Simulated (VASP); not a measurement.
**Cd: relaxation of cell and atoms with PBEsol**

The system is Cd.

```
Cd
1.0
     2.97887    0.00000    0.00000
    -1.48944    2.57978    0.00000
     0.00000    0.00000    5.61765
Cd
2
Direct
  0.33333 0.66667 0.25000
  0.66667 0.33333 0.75000
```

- Program: VASP 6.6.1
- Task: relaxation of cell and atoms
- Functional: PBEsol
- Potentials or basis: VASP PAW PBE potentials, release 64 (Cd)
- Cutoff: 600 eV
- k mesh: 14 × 14 × 6
- Occupations: fermi-dirac, width 0.05 eV
- Spin: no spin polarisation
- Dipole correction: no
- Further INCAR settings: ALGO = Normal; EDIFF = 1e-06; IBRION = 2; EDIFFG = -0.002; NSW = 100; ISIF = 3

```
Relaxed volume                        : 21.37 Å³/atom
Relaxed cell                          : a = 2.936 Å, b = 2.936 Å, c = 5.723 Å, α = 90.00°, β = 90.00°, γ = 120.00°
Space group after relaxing (to 0.1 Å) : P6_3/mmc (No. 194)
Energy gained by relaxing             : 2.4 meV/atom
Ionic steps                           : 19
Pressure after relaxing               : 0.0 GPa
Band gap on the k mesh                : zero (bands 12 and 13 overlap by 4.74 eV)
```

Step by step:
```tsv
step	energy change (eV)	largest force (eV/Å)	pressure (GPa)	volume (Å³)
1	0.0000	0.0000	-1.20	43.17
2	-0.0034	0.0000	0.26	42.17
3	-0.0035	0.0000	0.08	42.32
4	-0.0035	0.0000	-0.01	42.35
5	-0.0035	0.0000	-0.01	42.33
6	-0.0036	0.0000	-0.04	42.35
7	-0.0038	0.0000	-0.10	42.38
8	-0.0042	0.0000	0.06	42.46
9	-0.0048	0.0000	0.15	42.61
10	-0.0049	0.0000	-0.01	42.71
11	-0.0049	0.0000	0.05	42.70
12	-0.0049	0.0000	0.06	42.70
13	-0.0049	0.0000	0.07	42.71
14	-0.0049	0.0000	0.05	42.71
15	-0.0049	0.0000	0.04	42.72
16	-0.0049	0.0000	-0.06	42.73
17	-0.0049	0.0000	0.03	42.72
18	-0.0049	0.0000	-0.01	42.74
19	-0.0049	0.0000	-0.01	42.74
```

Final structure:
```
CELL_PARAMETERS angstrom
2.93643 0.00000 0.00000
-1.46821 2.54302 0.00000
0.00000 0.00000 5.72311
ATOMIC_POSITIONS crystal
Cd 0.33333 0.66667 0.25000
Cd 0.66667 0.33333 0.75000
```

Levels at points of the mesh, in eV from the Fermi level:
```tsv
k point	band 8	band 9	band 10	band 11	band 12	band 13	band 14	band 15	band 16
(0.00, 0.00, 0.00)	-8.63	-8.63	-8.41	-8.41	-3.36	-3.21	9.76	14.19	14.82
(0.50, 0.00, 0.00)	-8.46	-8.10	-8.08	-2.28	-1.69	1.85	3.04	3.12	5.23
(0.00, 0.00, 0.50)	-8.51	-8.51	-8.51	-7.47	-7.47	3.22	3.22	15.13	15.13
(0.50, 0.00, 0.50)	-8.44	-8.09	-8.09	-1.53	-1.53	0.23	0.23	7.80	7.80
```

It took 8.3 min on 1 thread of Intel Xeon 8259CL, on a shared host, peak memory 0.23 GiB.

Caveat: the PAW data sets were made with another functional, which shifts forces and pressure a little.
